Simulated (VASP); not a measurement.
Runs of VASP 6.6.1 on TaN. The structure is that of space group P-6m2 (No. 187), or close to it. The cells are those of the table. 

```csv
cell,gap on the mesh (eV),pressure (GPa)
"a = 2.913, b = 2.913, c = 2.859 Å, angles 90.0, 90.0, 120.0°, 2 atoms",none,19.9
"a = 3.010, b = 3.010, c = 2.953 Å, angles 90.0, 90.0, 120.0°, 2 atoms",none,-12.7
"a = 2.938, b = 2.938, c = 2.883 Å, angles 90.0, 90.0, 120.0°, 2 atoms",none,(a)
"a = 2.863, b = 2.863, c = 2.809 Å, angles 90.0, 90.0, 120.0°, 2 atoms",none,(b)
"a = 2.888, b = 2.888, c = 2.834 Å, angles 90.0, 90.0, 120.0°, 2 atoms",none,31.1
```

Alike in all rows: task single point; level RPBE; potentials or basis VASP PAW PBE potentials, release 64 (Ta_pv, N); no spin polarisation; k mesh 9 × 9 × 8; cutoff (eV) 520; smearing fermi-dirac 0.15 eV.

Q: Fill in the values left out.

A: (a) 10.1; (b) 43.9.

Caveats: the PAW data sets were made with another functional, which shifts forces and pressure a little; spin-orbit coupling is left out, which moves the levels of the heavy elements.

A k mesh can miss the band edges, and the runs leave out spin-orbit coupling on Ta.

A gap of «none» marks levels without a gap at the run's occupations.
